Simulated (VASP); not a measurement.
Set up this calculation in VASP 6.6.1, as the native input.

```
Task                   : single point
Functional             : PBE
Potentials or basis    : VASP PAW PBE potentials, release 64 (Ni)
Cutoff                 : 520 eV
k mesh                 : 12 × 12 × 12
Occupations            : fermi-dirac, width 0.1 eV
Spin                   : no spin polarisation
Dipole correction      : no
Further INCAR settings : ALGO = Normal; EDIFF = 1e-06; NBANDS = 17
```

The structure of Ni lies in POSCAR:

```
Ni
1.0
    0.0000000000      2.5484876138      2.5484876138
    2.5484876138      0.0000000000      2.5484876138
    2.5484876138      2.5484876138      0.0000000000
Ni
2
Direct
    0.1250000000      0.1250000000      0.1250000000
    0.8750000000      0.8750000000      0.8750000000
```

These files were run (other wordings do the same):

INCAR

```
PREC = Accurate
ENCUT = 520
EDIFF = 1E-6
ISMEAR = -1
SIGMA = 0.1
LREAL = F
LASPH = T
NELM = 80
ALGO = Normal
ISIF = 2
LWAVE = F
LCHARG = F
GGA = PE
NBANDS = 17
```

KPOINTS

```
regular mesh
0
Gamma
  12 12 12
```

Potentials or basis: VASP PAW PBE potentials, release 64 (Ni).

The run is started by

```console
$ cat potpaw_PBE.64/Ni/POTCAR > POTCAR
$ mpirun -np 1 vasp_std > vasp.out
```

Results of the run:

```yaml
Pressure: 0.0 GPa
Band_gap_on_the_k_mesh: zero (band 10 reaches 4.59 eV, above the bottom of band 11 at 4.30 eV)
```

Caveat: the run has no spin polarisation, though such a crystal can be magnetic.

Wall time 30 s on 1 thread of Intel(R) Xeon(R) Platinum 8259CL CPU @ 2.50GHz (Skylake/Cascade Lake) (shared host), peak memory 0.17 GiB.
